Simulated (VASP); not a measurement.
A run of VASP 6.6.1:

The input INCAR:

```
SYSTEM = Sr
PREC = Accurate
ENCUT = 520
EDIFF = 1E-6
ISMEAR = 0
SIGMA = 0.15
LREAL = .FALSE.
LASPH = .TRUE.
NELM = 80
ALGO = Normal
ISIF = 2
LWAVE = .FALSE.
LCHARG = .TRUE.
GGA = PE
LELF = .TRUE.
LVHAR = .TRUE.
NBANDS = 11
```

The input KPOINTS:

```
Automatic mesh
0
G
  14 14 14
  0 0 0
```

POSCAR

```
Sr
1.0
   -2.2310000000      2.2310000000      2.3280000000
    2.2310000000     -2.2310000000      2.3280000000
    2.2310000000      2.2310000000     -2.3280000000
Sr
1
Direct
    0.0000000000      0.0000000000      0.0000000000
```

Potentials or basis: VASP PAW PBE potentials, release 64 (Sr_sv).

Run with:

```console
$ cat potpaw_PBE.64/Sr_sv/POTCAR > POTCAR
$ mpirun -np 1 vasp_std > vasp.out
```

Hardware: 1 thread of Intel(R) Xeon(R) Platinum 8488C (Sapphire Rapids) (shared host).

Question: How long does it take, and how much memory?

Answer: Wall time 53 s on 1 thread of Intel(R) Xeon(R) Platinum 8488C (Sapphire Rapids) (shared host), peak memory 0.26 GiB. Counts: scf iterations 11, k points 244.
